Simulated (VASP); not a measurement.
# Al8N7 (a cell with a defect) in VASP: further runs

Al8N7 (a cell with a defect) is run at these levels: LDA; tasks: single point.

All numbers are computed with VASP 6.6.1; they aren't measurements. Logs are shortened: lines on timing, memory, paths and dates and some standing lists are left out, and cuts for length are marked.

### 1 The cell of the first run

The cell holds a defect, 15 atoms: a = 5.672 Å, b = 5.672 Å, c = 5.672 Å, α = 60.00°, β = 60.00°, γ = 60.00°.

### 2 Single point, LDA

The input, INCAR:

```
ALGO = Normal
EDIFF = 1E-7
ENCUT = 520
GGA = CA
ISIF = 2
ISMEAR = 0
LASPH = True
LCHARG = True
LELF = True
LREAL = Auto
LVHAR = True
LWAVE = False
NBANDS = 42
NELECT = 56.0
NELM = 100
PREC = Accurate
SIGMA = 0.05
```

The input, KPOINTS:

```
k-points
0
Gamma
  4 4 4
```

The input, POSCAR:

```
Al8N7
1.0
   -4.0109247379      4.0109247379      0.0000000000
   -4.0109247379      0.0000000000      4.0109247379
    0.0000000000      4.0109247379      4.0109247379
Al N
8 7
Direct
    0.7500000000      0.7500000000      0.7500000000
    0.2500000000      0.7500000000      0.7500000000
    0.7500000000      0.2500000000      0.7500000000
    0.7500000000      0.7500000000      0.2500000000
    0.2500000000      0.2500000000      0.7500000000
    0.2500000000      0.7500000000      0.2500000000
    0.7500000000      0.2500000000      0.2500000000
    0.2500000000      0.2500000000      0.2500000000
    0.3436648830      0.9688351170      0.4688351170
    1.0000000000      0.5000000000      0.5000000000
    1.0000000000      1.0000000000      0.0000000000
    0.5000000000      0.5000000000      0.5000000000
    0.5000000000      1.0000000000      0.0000000000
    1.0000000000      0.5000000000      0.0000000000
    0.5000000000      0.5000000000      0.0000000000
```

Potentials or basis: VASP PAW LDA potentials, release 64 (Al, N).

Command:

```bash
$ cat potpaw_LDA.64/Al/POTCAR potpaw_LDA.64/N/POTCAR > POTCAR
$ mpirun -np 1 vasp_std > vasp.out
```

OUTCAR:

```text
EDIFF = 1E-7
   ENCUT = 520
   GGA = CA
   ISIF = 2
   ISMEAR = 0
   LASPH = True
   LREAL = Auto
   NELECT = 56.0
   NELM = 100
   PREC = Accurate

 ion  position               nearest neighbor table
   1  0.750  0.750  0.750-  10 2.01  13 2.01  14 2.01  15 2.01   3 2.84   4 2.84   2 2.84   4 2.84
                             6 2.84   7 2.84   3 2.84   5 2.84   7 2.84   2 2.84   5 2.84   6 2.84
   2  0.250  0.750  0.750-   9 1.48  11 2.01  12 2.01  14 2.01  15 2.01   6 2.84   1 2.84   5 2.84
                             4 2.84   6 2.84   8 2.84   3 2.84   5 2.84   8 2.84   1 2.84   3 2.84
   3  0.750  0.250  0.750-  10 2.01  11 2.01  12 2.01  13 2.01  15 2.01   7 2.84   1 2.84   5 2.84
                             4 2.84   7 2.84   8 2.84   1 2.84   2 2.84   4 2.84   2 2.84   5 2.84
   4  0.750  0.750  0.250-  10 2.01  11 2.01  12 2.01  13 2.01  14 2.01   9 2.05   1 2.84   6 2.84
                             7 2.84   1 2.84   2 2.84   3 2.84   3 2.84   7 2.84   8 2.84   2 2.84
   5  0.250  0.250  0.750-  10 2.01  11 2.01  12 2.01  13 2.01  14 2.01   9 2.49   2 2.84   3 2.84
                             8 2.84   6 2.84   7 2.84   8 2.84   1 2.84   2 2.84   6 2.84   1 2.84
   6  0.250  0.750  0.250-  10 2.01  11 2.01  12 2.01  13 2.01  15 2.01   9 2.49   2 2.84   4 2.84
                             8 2.84   1 2.84   2 2.84   5 2.84   5 2.84   7 2.84   8 2.84   1 2.84
   7  0.750  0.250  0.250-  11 2.01  12 2.01  14 2.01  15 2.01   4 2.84   8 2.84   3 2.84   1 2.84
                             3 2.84   5 2.84   1 2.84   4 2.84   6 2.84   5 2.84   6 2.84   8 2.84
   8  0.250  0.250  0.250-   9 1.48  10 2.01  13 2.01  14 2.01  15 2.01   7 2.84   5 2.84   6 2.84
                             2 2.84   3 2.84   5 2.84   2 2.84   4 2.84   6 2.84   3 2.84   4 2.84
   9  0.344  0.969  0.469-   2 1.48   8 1.48   4 2.05   5 2.49   6 2.49
  10  0.000  0.500  0.500-   1 2.01   3 2.01   4 2.01   5 2.01   6 2.01   8 2.01
  11  0.000  0.000  0.000-   2 2.01   3 2.01   4 2.01   5 2.01   6 2.01   7 2.01
  12  0.500  0.500  0.500-   2 2.01   3 2.01   4 2.01   5 2.01   6 2.01   7 2.01
  13  0.500  0.000  0.000-   1 2.01   3 2.01   4 2.01   5 2.01   6 2.01   8 2.01
  14  0.000  0.500  0.000-   1 2.01   2 2.01   4 2.01   5 2.01   7 2.01   8 2.01
  15  0.500  0.500  0.000-   1 2.01   2 2.01   3 2.01   6 2.01   7 2.01   8 2.01

  LATTYP: Found a face centered cubic cell.
 ALAT       =     8.0218494758

  Lattice vectors:

 A1 = (  -4.0109247379,   4.0109247379,   0.0000000000)
 A2 = (  -4.0109247379,   0.0000000000,   4.0109247379)
 A3 = (   0.0000000000,   4.0109247379,   4.0109247379)

Analysis of symmetry for initial positions (statically):
=====================================================================
 Subroutine PRICEL returns:
 Original cell was already a primitive cell.

 Routine SETGRP: Setting up the symmetry group for a
 face centered cubic supercell.

 Subroutine GETGRP returns: Found  2 space group operations
 (whereof  1 operations were pure point group operations)
 out of a pool of 48 trial point group operations.

The static configuration has the point symmetry C_1 .
 The point group associated with its full space group is C_1h.

Analysis of symmetry for dynamics (positions and initial velocities):
=====================================================================
 Subroutine PRICEL returns:
 Original cell was already a primitive cell.

 Routine SETGRP: Setting up the symmetry group for a
 face centered cubic supercell.

 Subroutine GETGRP returns: Found  2 space group operations
 (whereof  1 operations were pure point group operations)
 out of a pool of 48 trial point group operations.

The dynamic configuration has the point symmetry C_1 .
 The point group associated with its full space group is C_1h.

 Subroutine INISYM returns: Found  2 space group operations
 (whereof  1 operations are pure point group operations),
 and found     1 'primitive' translations

----------------------------------------------------------------------------------------

                                     Primitive cell

  volume of cell :     129.0516

  direct lattice vectors                    reciprocal lattice vectors
    -4.010924738  4.010924738  0.000000000    -0.124659532  0.124659532 -0.124659532
    -4.010924738  0.000000000  4.010924738    -0.124659532 -0.124659532  0.124659532
     0.000000000  4.010924738  4.010924738     0.124659532  0.124659532  0.124659532

  length of vectors
     5.672304162  5.672304162  5.672304162     0.215916643  0.215916643  0.215916643

  position of ions in fractional coordinates (direct lattice)
     0.750000000  0.750000000  0.750000000
     0.250000000  0.750000000  0.750000000
     0.750000000  0.250000000  0.750000000
     0.750000000  0.750000000  0.250000000
     0.250000000  0.250000000  0.750000000
     0.250000000  0.750000000  0.250000000
     0.750000000  0.250000000  0.250000000
     0.250000000  0.250000000  0.250000000
     0.343664883  0.968835117  0.468835117
     0.000000000  0.500000000  0.500000000
     0.000000000  0.000000000  0.000000000
     0.500000000  0.500000000  0.500000000
     0.500000000  0.000000000  0.000000000
     0.000000000  0.500000000  0.000000000
     0.500000000  0.500000000  0.000000000

  ion indices of the primitive-cell ions
   primitive index   ion index
                 1           1
                 2           2
                 3           3
                 4           4
                 5           5
                 6           6
                 7           7
                 8           8
                 9           9
                10          10
                11          11
                12          12
                13          13
                14          14
                15          15

----------------------------------------------------------------------------------------

 KPOINTS: k-points

Automatic generation of k-mesh.
 Grid dimensions read from file:
 generate k-points for:    4    4    4

 Generating k-lattice:

  Cartesian coordinates                     Fractional coordinates (reciprocal lattice)
    -0.031164883  0.031164883 -0.031164883     0.250000000  0.000000000  0.000000000
    -0.031164883 -0.031164883  0.031164883     0.000000000  0.250000000  0.000000000
     0.031164883  0.031164883  0.031164883     0.000000000  0.000000000  0.250000000

  Length of vectors
     0.053979161  0.053979161  0.053979161

  Shift w.r.t. Gamma in fractional coordinates (k-lattice)
     0.000000000  0.000000000  0.000000000

 Subroutine IBZKPT returns following result:
 ===========================================

 Found     24 irreducible k-points:

 Following reciprocal coordinates:
            Coordinates               Weight
  0.000000  0.000000  0.000000      1.000000
  0.250000  0.000000  0.000000      2.000000
  0.000000  0.250000  0.000000      4.000000
  0.250000  0.250000  0.250000      2.000000
  0.500000  0.000000  0.000000      1.000000
  0.000000  0.500000  0.000000      2.000000
[... 16 lines left out ...]
 -0.250000  0.500000  0.250000      4.000000
  0.500000  0.250000 -0.250000      2.000000
   k-points           NKPTS =     24   k-points in BZ     NKDIM =     24   number of bands    NBANDS=     42
   number of dos      NEDOS =    301   number of ions     NIONS =     15
   total plane-waves  NPLWV =  74088
   dimension x,y,z NGX =    42 NGY =   42 NGZ =   42
   dimension x,y,z NGXF=    84 NGYF=   84 NGZF=   84
   ions per type =               8   7
   NGX,Y,Z   is equivalent  to a cutoff of  12.31, 12.31, 12.31 a.u.
   NGXF,Y,Z  is equivalent  to a cutoff of  24.62, 24.62, 24.62 a.u.
 SYSTEM =  unknown system
   PREC   = accura    normal or accurate (medium, high low for compatibility)
   ISTART =      0    job   : 0-new  1-cont  2-samecut
   ICHARG =      2    charge: 1-file 2-atom 10-const
   ISPIN  =      1    spin polarized calculation?
   LNONCOLLINEAR =      F non collinear calculations
   LSORBIT =      F    spin-orbit coupling
   LASPH  =      T    aspherical Exc in radial PAW
   ENCUT  =  520.0 eV  38.22 Ry    6.18 a.u.  10.55 10.55 10.55*2*pi/ulx,y,z
   NELM   =    100;   NELMIN=  2; NELMDL= -5     # of ELM steps
   EDIFF  = 0.1E-06   stopping-criterion for ELM
   LREAL  =      T    real-space projection
   EDIFFG = 0.1E-05   stopping-criterion for IOM
   NSW    =      0    number of steps for IOM
   IBRION =     -1    ionic relax: 0-MD 1-quasi-New 2-CG
   NFREE  =      0    steps in history (QN), initial steepest desc. (CG)
   ISIF   =      2    stress and relaxation
   ISYM   =      2    0-nonsym 1-usesym 2-fastsym
   POTIM  = 0.5000    time-step for ionic-motion
   TEBEG  =    0.0;   TEEND  =   0.0 temperature during run
   PSTRESS=    0.0 pullay stress
   NELECT =      56.0000    total number of electrons
   NUPDOWN=      -1.0000    fix difference up-down
   EMIN   =  10.00;   EMAX   =-10.00  energy-range for DOS
   EFERMI =   0.00;   METHOD = LEGACY
   ISMEAR =     0;   SIGMA  =   0.05  broadening in eV -4-tet -1-fermi 0-gaus
   EFERMI_NEDOS =   21; number of points for ismear=-14 and -15
   IALGO  =     38    algorithm
   IMIX   =      4    mixing-type and parameters
     AMIX     =   0.40;   BMIX     =  1.00
     AMIX_MAG =   1.60;   BMIX_MAG =  1.00
  volume/ion in A,a.u.               =       8.60        58.06
  Fermi-wavevector in a.u.,A,eV,Ry     =   1.239414  2.342152 20.900543  1.536147
  Thomas-Fermi vector in A             =   2.373898
   LORBIT       =      0    0 simple, 1 ext, 2 COOP (PROOUT), +10 PAW based schemes
   GGA     = CA    functional components
   LHFCALC =     F    Hartree Fock is set to
   AEXX    =    0.0000 exact exchange contribution
   IVDW    =     0    specifies the selected vdW correction
   LEPSILON=     F    determine dielectric tensor
   LRPA    =     F    only Hartree local field effects (RPA)
 non-spin polarized calculation
 Gauss-broadening in eV      SIGMA  =   0.05
  energy-cutoff  :      520.00
  volume of cell :      129.05
 maximum number of plane-waves:      3511
   NGX = 21   NGY = 21   NGZ = 21

 number of electron      55.9999992 magnetization

 Free energy of the ion-electron system (eV)
  ---------------------------------------------------
  ext. energy  EPLUGINS =         0.00000000
  ---------------------------------------------------
  free energy    TOTEN  =      -139.49811493 eV

  energy without entropy =     -139.49309100  energy(sigma->0) =     -139.49560296

 E-fermi :   9.3054     XC(G=0): -12.1226

 val. band max:        9.3049700988   @ k =   0.0000   0.5000   0.0000
 cond. band min:       9.3056709942   @ k =   0.0000   0.2500   0.0000
 fundamental gap:      0.0007008955
 Fermi energy:         9.3054106777

 k-point     1 :       0.0000    0.0000    0.0000
  band No.  band energies     occupation
      1      -7.7207      2.00000
      2      -5.1483      2.00000
      3      -4.6284      2.00000
      4      -4.4911      2.00000
      5      -3.6911      2.00000
      6      -3.6566      2.00000
[... 32 lines left out ...]
     39      16.2556      0.00000
[... 988 lines left out ...]
     39      18.6888      0.00000
     40      18.8286      0.00000
 [bands above 40 left out]

------------------------ aborting loop because EDIFF is reached ----------------------------------------

  FORCE on cell =-STRESS in cart. coord.  units (eV):
  Direction    XX          YY          ZZ          XY          YZ          ZX
  --------------------------------------------------------------------------------------
  -------------------------------------------------------------------------------------
  Total      -15.3019535    -15.3019535    -27.8127372     18.2498613     -0.8962206      0.8962205
  in kB     -189.9738948   -189.9738948   -345.2953904    226.5721972    -11.1265866     11.1265863
  external PRESSURE =    -241.7477267 kB  Pullay stress =       0.0000000 kB

 VOLUME and BASIS-vectors are now :
 -----------------------------------------------------------------------------
  energy-cutoff  :      520.00
  volume of cell :      129.05
      direct lattice vectors                 reciprocal lattice vectors
    -4.010924738  4.010924738  0.000000000    -0.124659532  0.124659532 -0.124659532
    -4.010924738  0.000000000  4.010924738    -0.124659532 -0.124659532  0.124659532
     0.000000000  4.010924738  4.010924738     0.124659532  0.124659532  0.124659532

 POSITION                                       TOTAL-FORCE (eV/Angst)
 -----------------------------------------------------------------------------------
     -6.01639      6.01639      6.01639         3.241606      2.332670      0.031819
     -4.01092      4.01092      6.01639        13.674596     10.069514      2.432508
     -4.01092      6.01639      4.01092         0.117909     -0.117909      3.044550
     -6.01639      4.01092      4.01092         0.532418     -0.532418     -1.574447
     -2.00546      4.01092      4.01092         0.242426     -0.242426      1.748867
     -4.01092      2.00546      4.01092        -0.263558      0.263558     -2.920032
     -4.01092      4.01092      2.00546        -2.332670     -3.241606      0.031819
     -2.00546      2.00546      2.00546       -10.069514    -13.674596      2.432508
     -5.26434      3.25888      5.76639        -5.812029      5.812029     -2.014927
     -2.00546      2.00546      4.01092        -0.398359     -0.579666      1.213897
      0.00000      0.00000      0.00000         0.579666      0.398359      1.213897
     -4.01092      4.01092      4.01092         1.471041      0.866235     -2.798979
     -2.00546      2.00546      0.00000        -0.866235     -1.471041     -2.798979
     -2.00546      0.00000      2.00546        -0.037916      0.037916     -0.012797
     -4.01092      2.00546      2.00546        -0.079383      0.079383     -0.029703
 -----------------------------------------------------------------------------------
    total drift:                               -0.001468      0.001468     -0.000701

  FREE ENERGIE OF THE ION-ELECTRON SYSTEM (eV)
  ---------------------------------------------------
  free  energy   TOTEN  =      -139.4981149263 eV

  energy  without entropy=     -139.4930909980  energy(sigma->0) =     -139.49560296
```

It took 5.2 min on 1 thread of Intel Xeon Platinum 8488C (Sapphire Rapids), shared host; peak memory 0.25 GiB.

Results:

```yaml
Free_energy: -139.4981 eV
Largest_force: 17.155 eV/Å
```

Forces in eV/Å, atoms in the order of the input:
```
Al    3.242   2.333   0.032
Al   13.675  10.070   2.433
Al    0.118  -0.118   3.045
Al    0.532  -0.532  -1.574
Al    0.242  -0.242   1.749
Al   -0.264   0.264  -2.920
Al   -2.333  -3.242   0.032
Al  -10.070 -13.675   2.433
N    -5.812   5.812  -2.015
N    -0.398  -0.580   1.214
N     0.580   0.398   1.214
N     1.471   0.866  -2.799
N    -0.866  -1.471  -2.799
N    -0.038   0.038  -0.013
N    -0.079   0.079  -0.030
```

Caveat: the cell carries a net charge on a neutralising background, which shifts energy and pressure; the cell differs from its parent crystal (atoms taken out, atom 9 moved 0.375 of the way to it and -0.250 Å across, host rigid); the cell is charged against a uniform background, so pressure and absolute levels hang on convention.

### 3 Single point, LDA

The input, INCAR:

```
ALGO = Normal
EDIFF = 1E-6
ENCUT = 520
GGA = CA
ISIF = 2
ISMEAR = 0
LASPH = True
LCHARG = False
LREAL = Auto
LWAVE = False
NBANDS = 42
NELECT = 56.0
NELM = 100
PREC = Accurate
SIGMA = 0.05
```

KPOINTS is that of step 2.

POSCAR: that of step 2 with these lines changed.

```diff
@@ -16,3 +16,3 @@
     0.2500000000      0.2500000000      0.2500000000
-    0.3436648830      0.9688351170      0.4688351170
+    0.3748297659      0.9376702341      0.4376702341
     1.0000000000      0.5000000000      0.5000000000
```

Potentials or basis: VASP PAW LDA potentials, release 64 (Al, N).

Command:

```bash
$ cat potpaw_LDA.64/Al/POTCAR potpaw_LDA.64/N/POTCAR > POTCAR
$ mpirun -np 1 vasp_std > vasp.out
```

Wall time 4.8 min (1 thread of Intel Xeon Platinum 8488C (Sapphire Rapids), shared host); peak memory 0.24 GiB.

The run converged. Its results:

| Item | Value |
| --- | --- |
| Free energy | -139.8795 eV |
| Largest force | 13.230 eV/Å |

Forces on the atoms (eV/Å):
```
Al    3.080   2.371   0.060
Al   10.113   7.841   3.359
Al    0.211  -0.211   3.119
Al   -0.295   0.295  -3.040
Al    0.085  -0.085   2.281
Al   -0.153   0.153  -2.997
Al   -2.371  -3.080   0.060
Al   -7.841 -10.113   3.359
N    -3.807   3.807  -0.292
N    -0.199  -0.266   0.566
N     0.266   0.199   0.566
N     2.075   1.059  -3.470
N    -1.059  -2.075  -3.470
N    -0.059   0.059  -0.018
N    -0.044   0.044  -0.084
```

Levels at points of the mesh, in eV from the Fermi level:
```
           k point  band 24  band 25  band 26  band 27  band 28  band 29  band 30  band 31  band 32  band 33
(0.00, 0.00, 0.00)    -1.10    -0.56    -0.56    -0.42    -0.02     0.06     2.37     5.26     5.59     5.69
(0.50, 0.00, 0.00)    -1.30    -1.14    -0.93    -0.83    -0.50     0.39     1.90     3.98     5.01     5.36
(0.00, 0.50, 0.00)    -1.60    -1.36    -0.37    -0.22    -0.13     0.07     1.97     3.59     4.45     5.34
(0.50, 0.50, 0.50)    -1.40    -1.13    -0.91    -0.71    -0.44     0.53     2.01     3.54     5.37     6.46
(0.50, 0.50, 0.00)    -1.11    -1.05    -0.97    -0.91     0.05     0.75     2.24     3.30     4.18     4.91
(0.00, 0.50, 0.50)    -1.43    -1.38    -1.15    -0.73    -0.48     0.07     1.46     4.17     4.82     4.84
```

Caveat: the cell carries a net charge on a neutralising background, which shifts energy and pressure; the cell differs from its parent crystal (atoms taken out, atom 9 moved 0.375 of the way to it and -0.500 Å across, host rigid); the cell is charged against a uniform background, so pressure and absolute levels hang on convention.

### 4 Single point, LDA

The input, INCAR:

```
SYSTEM = Al8N7
ALGO = Normal ; EDIFF = 1E-6
ENCUT = 520 ; GGA = CA
ISIF = 2 ; ISMEAR = 0
LASPH = .TRUE. ; LCHARG = .TRUE.
LELF = .TRUE. ; LREAL = Auto
LVHAR = .TRUE. ; LWAVE = .FALSE.
NBANDS = 42 ; NELECT = 56.0
NELM = 80 ; PREC = Accurate
SIGMA = 0.05
```

The input, KPOINTS:

```
k-points
0
G
  4 4 4
  0 0 0
```

POSCAR: that of step 3 with these lines changed.

```diff
@@ -16,3 +16,3 @@
     0.2500000000      0.2500000000      0.2500000000
-    0.3748297659      0.9376702341      0.4376702341
+    0.5936648830      0.9688351170      0.4688351170
     1.0000000000      0.5000000000      0.5000000000
```

Command:

```bash
$ cat potpaw_LDA.64/Al/POTCAR potpaw_LDA.64/N/POTCAR > POTCAR
$ mpirun -np 1 vasp_std > vasp.out
```

Run time: 4.9 min. Hardware: 1 thread of Intel Xeon Platinum 8488C (Sapphire Rapids), shared host; peak memory 0.24 GiB.

It converged, with:

| Quantity | Value |
| --- | --- |
| Free energy | -144.7268 eV |
| Largest force | 5.588 eV/Å |

Forces on the atoms (eV/Å):
```
Al   2.734  1.845  0.154
Al   0.225  2.761 -0.166
Al  -0.086  0.086  2.609
Al   0.069 -0.069 -2.061
Al  -0.178  0.178  0.259
Al  -0.016  0.016 -2.620
Al  -1.845 -2.734  0.154
Al  -2.761 -0.225 -0.166
N    2.672 -2.672  4.116
N    0.096  1.141 -1.341
N   -1.141 -0.096 -1.341
N    0.082 -0.029  0.186
N    0.029 -0.082  0.186
N    0.034 -0.034 -0.017
N    0.085 -0.085  0.045
```

Levels at points of the mesh, in eV from the Fermi level:
```
           k point  band 24  band 25  band 26  band 27  band 28  band 29  band 30  band 31  band 32  band 33
(0.00, 0.00, 0.00)    -0.63    -0.48    -0.48     0.16     0.22     0.33     4.95     5.77     5.89     5.98
(0.50, 0.00, 0.00)    -1.33    -0.70    -0.69    -0.22    -0.05    -0.05     2.63     5.48     5.75     7.60
(0.00, 0.50, 0.00)    -1.40    -0.93    -0.49    -0.09     0.00     0.02     2.49     5.21     5.73     7.14
(0.50, 0.50, 0.50)    -1.19    -0.70    -0.69    -0.29    -0.09     0.09     2.52     5.51     5.74     6.61
(0.50, 0.50, 0.00)    -0.95    -0.76    -0.73    -0.71    -0.37     0.63     2.47     4.74     4.93     7.32
(0.00, 0.50, 0.50)    -1.05    -0.88    -0.72    -0.68    -0.37     0.56     2.31     4.79     4.96     7.92
```

Caveat: the cell carries a net charge on a neutralising background, which shifts energy and pressure; the cell differs from its parent crystal (atoms taken out, atom 9 moved -0.125 of the way to it and -0.250 Å across, host rigid); the cell is charged against a uniform background, so pressure and absolute levels hang on convention.

(Continued in part 2 of 2.)
